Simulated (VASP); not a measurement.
# C in VASP: a series of runs

Runs on C. Level: PBEsol. Tasks: single point.

All numbers are computed with VASP 6.6.1; they aren't measurements. Logs are shortened: lines on timing, memory, paths and dates and some standing lists are left out, and cuts for length are marked.

## Step 1: The cell of the first run

The cell holds a slab with vacuum, 20 atoms: a = 2.459 Å, b = 6.730 Å, c = 25.710 Å, α = 90.00°, β = 90.00°, γ = 90.00°.

## Step 2: Single point, PBEsol

INCAR

```
SYSTEM = C
  ALGO = Normal
  DIPOL = 0.5 0.5 0.500
  EDIFF = 1E-6
  ENCUT = 520
  GGA = PS
  IDIPOL = 3
  ISIF = 2
  ISMEAR = 0
  LASPH = .TRUE.
  LCHARG = .TRUE.
  LDIPOL = .TRUE.
  LELF = .TRUE.
  LREAL = Auto
  LVACPOTAV = .TRUE.
  LVHAR = .TRUE.
  LWAVE = .FALSE.
  NBANDS = 56
  NELM = 80
  PREC = Accurate
  SIGMA = 0.05
```

KPOINTS

```
k-points
0
G
  11 4 1
  0 0 0
```

POSCAR

```
C
1.0
    2.4588631543      0.0000000000      0.0000000000
    0.0000000000      6.7297643143      0.0000000000
    0.0000000000      0.0000000000     25.7104541832
C
20
Direct
    0.5000000000      0.6445927086      0.2917101326
    0.0000000000      0.5557666168      0.3065973530
    0.0000000000      0.3780458171      0.3363426342
    0.5000000000      0.2892197253      0.3512298546
    0.5000000000      0.1114989255      0.3809751358
    0.0000000000      0.0226728338      0.3958623562
    0.0000000000      0.8449520340      0.4256076374
    0.5000000000      0.7561259422      0.4404948578
    0.5000000000      0.5784051425      0.4702401390
    0.0000000000      0.4895790507      0.4851273594
    0.0000000000      0.3118582510      0.5148726406
    0.5000000000      0.2230321592      0.5297598610
    0.5000000000      0.0453113594      0.5595051422
    0.0000000000      0.9564852677      0.5743923626
    0.0000000000      0.7787644679      0.6041376438
    0.5000000000      0.6899383761      0.6190248642
    0.5000000000      0.5122175764      0.6487701454
    0.0000000000      0.4233914846      0.6636573658
    0.0000000000      0.2456706848      0.6934026470
    0.5000000000      0.1568445931      0.7082898674
```

Potentials or basis: VASP PAW PBE potentials, release 64 (C).

Started as:

```sh
$ cat potpaw_PBE.64/C/POTCAR > POTCAR
$ mpirun -np 1 vasp_std > vasp.out
```

OUTCAR:

```text
SYSTEM = C
   EDIFF = 1E-6
   ENCUT = 520
   GGA = PS
   ISIF = 2
   ISMEAR = 0
   LASPH = .TRUE.
   LREAL = Auto
   NELM = 80
   PREC = Accurate

 ion  position               nearest neighbor table
   1  0.500  0.645  0.292-   2 1.42   2 1.42
   2  0.000  0.556  0.307-   3 1.42   1 1.42   1 1.42
   3  0.000  0.378  0.336-   2 1.42   4 1.42   4 1.42
   4  0.500  0.289  0.351-   5 1.42   3 1.42   3 1.42
   5  0.500  0.111  0.381-   4 1.42   6 1.42   6 1.42
   6  0.000  0.023  0.396-   7 1.42   5 1.42   5 1.42
   7  0.000  0.845  0.426-   6 1.42   8 1.42   8 1.42
[... 10 lines left out ...]
  18  0.000  0.423  0.664-  19 1.42  17 1.42  17 1.42
  19  0.000  0.246  0.693-  18 1.42  20 1.42  20 1.42
  20  0.500  0.157  0.708-  19 1.42  19 1.42

  LATTYP: Found a simple orthorhombic cell.
 ALAT       =     2.4588631543
 B/A-ratio  =     2.7369413798
 C/A-ratio  =    10.4562363051

  Lattice vectors:

 A1 = (   2.4588631543,   0.0000000000,   0.0000000000)
 A2 = (   0.0000000000,   6.7297643143,   0.0000000000)
 A3 = (   0.0000000000,   0.0000000000,  25.7104541832)

Analysis of symmetry for initial positions (statically):
=====================================================================
 Subroutine PRICEL returns:
 Original cell was already a primitive cell.

 Routine SETGRP: Setting up the symmetry group for a
 simple orthorhombic supercell.

 Subroutine GETGRP returns: Found  4 space group operations
 (whereof  2 operations were pure point group operations)
 out of a pool of  8 trial point group operations.

The static configuration has the point symmetry C_1h.
 The point group associated with its full space group is C_2h.

Analysis of symmetry for dynamics (positions and initial velocities):
=====================================================================
 Subroutine PRICEL returns:
 Original cell was already a primitive cell.

 Routine SETGRP: Setting up the symmetry group for a
 simple orthorhombic supercell.

 Subroutine GETGRP returns: Found  4 space group operations
 (whereof  2 operations were pure point group operations)
 out of a pool of  8 trial point group operations.

The dynamic configuration has the point symmetry C_1h.
 The point group associated with its full space group is C_2h.

 Subroutine INISYM returns: Found  4 space group operations
 (whereof  2 operations are pure point group operations),
 and found     1 'primitive' translations

[... 130 lines left out ...]
   ISYM   =      2    0-nonsym 1-usesym 2-fastsym
   POTIM  = 0.5000    time-step for ionic-motion
   TEBEG  =    0.0;   TEEND  =   0.0 temperature during run
   PSTRESS=    0.0 pullay stress
   NELECT =      80.0000    total number of electrons
   NUPDOWN=      -1.0000    fix difference up-down
   EMIN   =  10.00;   EMAX   =-10.00  energy-range for DOS
   EFERMI =   0.00;   METHOD = LEGACY
   ISMEAR =     0;   SIGMA  =   0.05  broadening in eV -4-tet -1-fermi 0-gaus
   EFERMI_NEDOS =   21; number of points for ismear=-14 and -15
   IALGO  =     38    algorithm
   IMIX   =      4    mixing-type and parameters
     AMIX     =   0.40;   BMIX     =  1.00
     AMIX_MAG =   1.60;   BMIX_MAG =  1.00
  volume/ion in A,a.u.               =      21.27       143.55
  Fermi-wavevector in a.u.,A,eV,Ry     =   0.937901  1.772375 11.968469  0.879658
  Thomas-Fermi vector in A             =   2.065058
   LORBIT       =      0    0 simple, 1 ext, 2 COOP (PROOUT), +10 PAW based schemes
   GGA     = PS    functional components
   LHFCALC =     F    Hartree Fock is set to
   AEXX    =    0.0000 exact exchange contribution
   IVDW    =     0    specifies the selected vdW correction
   LEPSILON=     F    determine dielectric tensor
   LRPA    =     F    only Hartree local field effects (RPA)
 non-spin polarized calculation
 Gauss-broadening in eV      SIGMA  =   0.05
  energy-cutoff  :      520.00
  volume of cell :      425.45
 maximum number of plane-waves:     11571
   NGX =  9   NGY = 25   NGZ = 95

 dipolmoment           0.000000      0.000000     -0.000000 electrons x Angstroem

 number of electron      80.0000018 magnetization

 dipolmoment           0.000000      0.000000      0.000000 electrons x Angstroem

 Free energy of the ion-electron system (eV)
  ---------------------------------------------------
  ext. energy  EPLUGINS =         0.00000000
  ---------------------------------------------------
  free energy    TOTEN  =      -185.92462186 eV

  energy without entropy =     -185.90316067  energy(sigma->0) =     -185.91389127

 E-fermi :  -1.4930     XC(G=0):  -4.9821

 val. band max:       -1.5832927274   @ k =   0.2727   0.5000   0.0000
 cond. band min:      -1.4886584752   @ k =   0.1818   0.0000   0.0000
 fundamental gap:      0.0946342521
 Fermi energy:        -1.4930445190

 k-point     1 :       0.0000    0.0000    0.0000
  band No.  band energies     occupation
      1     -20.9876      2.00000
      2     -20.7220      2.00000
      3     -20.3792      2.00000
      4     -19.9520      2.00000
      5     -19.4503      2.00000
      6     -18.8669      2.00000
[... 979 lines left out ...]
     51       2.3480      0.00000
     52       6.3496      0.00000
 [bands above 52 left out]

------------------------ aborting loop because EDIFF is reached ----------------------------------------

  FORCE on cell =-STRESS in cart. coord.  units (eV):
  Direction    XX          YY          ZZ          XY          YZ          ZX
  --------------------------------------------------------------------------------------
  -------------------------------------------------------------------------------------
  Total        1.5063809      0.7991313      0.2382868      0.0000000     -0.5728800      0.0000000
  in kB        5.6728515      3.0094334      0.8973597      0.0000000     -2.1573982      0.0000000
  external PRESSURE =       3.1932149 kB  Pullay stress =       0.0000000 kB

 VOLUME and BASIS-vectors are now :
 -----------------------------------------------------------------------------
  energy-cutoff  :      520.00
  volume of cell :      425.45
      direct lattice vectors                 reciprocal lattice vectors
     2.458863154  0.000000000  0.000000000     0.406692011  0.000000000  0.000000000
     0.000000000  6.729764314  0.000000000     0.000000000  0.148593614  0.000000000
     0.000000000  0.000000000 25.710454183     0.000000000  0.000000000  0.038894684

 POSITION                                       TOTAL-FORCE (eV/Angst)
 -----------------------------------------------------------------------------------
      1.22943      4.33796      7.50000         0.000000     -1.302693      0.935432
      0.00000      3.74018      7.88276         0.000000      2.118721     -1.429952
      0.00000      2.54416      8.64752         0.000000     -0.834860      0.508715
      1.22943      1.94638      9.03028         0.000000      0.131834     -0.075136
      1.22943      0.75036      9.79504         0.000000     -0.103877      0.049241
      0.00000      0.15258     10.17780         0.000000      0.016577     -0.008559
[... 12 lines left out ...]
      0.00000      1.65331     17.82770         0.000000     -2.118721      1.429952
      1.22943      1.05553     18.21045         0.000000      1.302693     -0.935432
 -----------------------------------------------------------------------------------
    total drift:                                0.000000      0.000003      0.000001

  FREE ENERGIE OF THE ION-ELECTRON SYSTEM (eV)
  ---------------------------------------------------
  free  energy   TOTEN  =      -185.9246218625 eV

  energy  without entropy=     -185.9031606747  energy(sigma->0) =     -185.91389127

 vacuum level on the upper side and lower side of the slab         4.261         4.261
```

OSZICAR:

```text
N       E                     dE             d eps       ncg     rms          rms(c)
DAV:   1     0.582745033285E+03    0.58275E+03   -0.34617E+04  2016   0.118E+03
DAV:   2    -0.118587086543E+03   -0.70133E+03   -0.67213E+03  2896   0.285E+02
DAV:   3    -0.195543149016E+03   -0.76956E+02   -0.75889E+02  2472   0.969E+01
[... 15 lines left out ...]
DAV:  19    -0.185924601766E+03   -0.30861E-04   -0.19449E-06  1856   0.372E-03    0.646E-04
DAV:  20    -0.185924612014E+03   -0.10248E-04   -0.34808E-07  1696   0.152E-03    0.439E-04
DAV:  21    -0.185924618939E+03   -0.69244E-05   -0.23319E-07  1616   0.139E-03    0.343E-04
DAV:  22    -0.185924621421E+03   -0.24825E-05   -0.97745E-08  1576   0.805E-04    0.172E-04
DAV:  23    -0.185924621863E+03   -0.44123E-06   -0.17538E-08  1544   0.379E-04
   1 F= -.18592462E+03 E0= -.18591389E+03  d E =-.214612E-01
```

Wall time 15 min (1 thread of Intel Xeon 8259CL, shared host); peak memory 0.54 GiB.

Results:

| Item | Value |
| --- | --- |
| Free energy | -185.9246 eV |
| Largest force | 2.556 eV/Å |
| Band gap on the k mesh | zero (bands 40 and 41 overlap by 0.13 eV) |

Forces in eV/Å, atoms in the order of the input:
```
C    0.000 -1.303  0.935
C    0.000  2.119 -1.430
C    0.000 -0.835  0.509
C    0.000  0.132 -0.075
C    0.000 -0.104  0.049
C    0.000  0.017 -0.009
C    0.000  0.037 -0.019
C    0.000 -0.020  0.001
C    0.000  0.024 -0.010
C    0.000 -0.032  0.021
C    0.000  0.032 -0.021
C    0.000 -0.024  0.010
C    0.000  0.020 -0.001
C    0.000 -0.037  0.019
C    0.000 -0.017  0.009
C    0.000  0.104 -0.049
C    0.000 -0.132  0.075
C    0.000  0.835 -0.509
C    0.000 -2.119  1.430
C    0.000  1.303 -0.935
```

Caveat: the PAW data sets were made with another functional, which shifts forces and pressure a little.

## Step 3: Single point, PBEsol

INCAR

```
PREC = Accurate
ENCUT = 520
EDIFF = 1E-7
ISMEAR = 0
SIGMA = 0.05
LREAL = Auto
LASPH = T
NELM = 100
ALGO = Normal
ISIF = 2
LWAVE = F
LCHARG = T
LDIPOL = T
IDIPOL = 3
DIPOL = 0.5 0.5 0.500
GGA = PS
LELF = T
LVHAR = T
LVACPOTAV = T
NBANDS = 56
```

KPOINTS

```
Automatic mesh
0
Gamma
  11 4 1
```

POSCAR

```
C
1.0
    2.4588631543      0.0000000000      0.0000000000
    0.0000000000      6.7297643143      0.0000000000
    0.0000000000      0.0000000000     25.7104541832
C
20
Direct
    0.5000000000      0.6497462895      0.2971949235
    0.0000000000      0.5679871212      0.3087339143
    0.0000000000      0.3790795242      0.3372141876
    0.5000000000      0.2902773781      0.3511404790
    0.5000000000      0.1097848131      0.3803421672
    0.0000000000      0.0214483307      0.3951321468
    0.0000000000      0.8439034408      0.4251268983
    0.5000000000      0.7554969642      0.4400801515
    0.5000000000      0.5780074479      0.4700732022
    0.0000000000      0.4894676886      0.4850285694
    0.0000000000      0.3119552651      0.5149629845
    0.5000000000      0.2234156318      0.5299184110
    0.5000000000      0.0459291557      0.5599131983
    0.0000000000      0.9575230554      0.5748668433
    0.0000000000      0.7799807047      0.6048627343
    0.5000000000      0.6916461011      0.6196541239
    0.5000000000      0.5111650591      0.6488607840
    0.0000000000      0.4223671680      0.6627909599
    0.0000000000      0.2334766682      0.6912789607
    0.5000000000      0.1517152094      0.7028243604
```

Potentials or basis: VASP PAW PBE potentials, release 64 (C).

Started as:

```sh
$ cat potpaw_PBE.64/C/POTCAR > POTCAR
$ mpirun -np 1 vasp_std > vasp.out
```

OUTCAR:

```text
PREC = Accurate
   ENCUT = 520
   EDIFF = 1E-7
   ISMEAR = 0
   LREAL = Auto
   LASPH = T
   NELM = 100
   ISIF = 2
   GGA = PS

 ion  position               nearest neighbor table
   1  0.500  0.650  0.297-   2 1.38   2 1.38
   2  0.000  0.568  0.309-   1 1.38   1 1.38   3 1.47
   3  0.000  0.379  0.337-   4 1.41   4 1.41   2 1.47
   4  0.500  0.290  0.351-   3 1.41   3 1.41   5 1.43
   5  0.500  0.110  0.380-   6 1.42   6 1.42   4 1.43
   6  0.000  0.021  0.395-   5 1.42   5 1.42   7 1.42
   7  0.000  0.844  0.425-   8 1.42   8 1.42   6 1.42
[... 10 lines left out ...]
  18  0.000  0.422  0.663-  17 1.41  17 1.41  19 1.47
  19  0.000  0.233  0.691-  20 1.38  20 1.38  18 1.47
  20  0.500  0.152  0.703-  19 1.38  19 1.38

  LATTYP: Found a simple orthorhombic cell.
 ALAT       =     2.4588631543
 B/A-ratio  =     2.7369413798
 C/A-ratio  =    10.4562363051

  Lattice vectors:

 A1 = (   2.4588631543,   0.0000000000,   0.0000000000)
 A2 = (   0.0000000000,   6.7297643143,   0.0000000000)
 A3 = (   0.0000000000,   0.0000000000,  25.7104541832)
[... 213 lines left out ...]
 Fermi energy:        -1.1988457588

 k-point     1 :       0.0000    0.0000    0.0000
  band No.  band energies     occupation
      1     -20.7456      2.00000
      2     -20.5358      2.00000
      3     -20.2082      2.00000
      4     -19.7821      2.00000
      5     -19.2941      2.00000
      6     -18.7363      2.00000
[... 979 lines left out ...]
     51       2.5143      0.00000
     52       6.5453      0.00000
 [bands above 52 left out]

------------------------ aborting loop because EDIFF is reached ----------------------------------------

  FORCE on cell =-STRESS in cart. coord.  units (eV):
  Direction    XX          YY          ZZ          XY          YZ          ZX
  --------------------------------------------------------------------------------------
  -------------------------------------------------------------------------------------
  Total        4.7882261      0.8664888      0.2053842      0.0000000     -0.4958042      0.0000000
  in kB       18.0318908      3.2630940      0.7734525      0.0000000     -1.8671396      0.0000000
  external PRESSURE =       7.3561457 kB  Pullay stress =       0.0000000 kB

 VOLUME and BASIS-vectors are now :
 -----------------------------------------------------------------------------
  energy-cutoff  :      520.00
  volume of cell :      425.45
      direct lattice vectors                 reciprocal lattice vectors
     2.458863154  0.000000000  0.000000000     0.406692011  0.000000000  0.000000000
     0.000000000  6.729764314  0.000000000     0.000000000  0.148593614  0.000000000
     0.000000000  0.000000000 25.710454183     0.000000000  0.000000000  0.038894684

 POSITION                                       TOTAL-FORCE (eV/Angst)
 -----------------------------------------------------------------------------------
      1.22943      4.37264      7.64102         0.000000      0.039856     -0.021401
      0.00000      3.82242      7.93769         0.000000      0.003166      0.003820
      0.00000      2.55112      8.66993         0.000000      0.006819     -0.004495
      1.22943      1.95350      9.02798         0.000000     -0.006135      0.011904
      1.22943      0.73883      9.77877         0.000000      0.004058     -0.003269
      0.00000      0.14434     10.15903         0.000000      0.003543     -0.009142
[... 12 lines left out ...]
      0.00000      1.57124     17.77310         0.000000     -0.010655     -0.004784
      1.22943      1.02101     18.06993         0.000000     -0.041670      0.020017
 -----------------------------------------------------------------------------------
    total drift:                                0.000000     -0.030206      0.004597

  FREE ENERGIE OF THE ION-ELECTRON SYSTEM (eV)
  ---------------------------------------------------
  free  energy   TOTEN  =      -186.0969898043 eV

  energy  without entropy=     -186.0820442973  energy(sigma->0) =     -186.08951705

 vacuum level on the upper side and lower side of the slab         4.101         4.100
```

Wall time 22 min (1 thread of Intel Xeon 8259CL, shared host); peak memory 0.56 GiB.

Results:

* Free energy: -186.0970 eV
* Largest force: 0.046 eV/Å
* Band gap on the k mesh: zero (bands 40 and 41 overlap by 0.28 eV)

Forces on the atoms (eV/Å):
```
C    0.000  0.040 -0.021
C    0.000  0.003  0.004
C    0.000  0.007 -0.004
C    0.000 -0.006  0.012
C    0.000  0.004 -0.003
C    0.000  0.004 -0.009
C    0.000  0.004 -0.001
C    0.000 -0.011  0.004
C    0.000  0.007  0.001
C    0.000  0.003 -0.004
C    0.000 -0.003  0.003
C    0.000  0.001 -0.006
C    0.000  0.016 -0.007
C    0.000 -0.001  0.004
C    0.000  0.001  0.012
C    0.000 -0.004  0.001
C    0.000 -0.003 -0.009
C    0.000 -0.009  0.008
C    0.000 -0.011 -0.005
C    0.000 -0.042  0.020
```

Caveat: the PAW data sets were made with another functional, which shifts forces and pressure a little.

The gap in the log of VASP goes by the Fermi energy; the results here count the filled bands.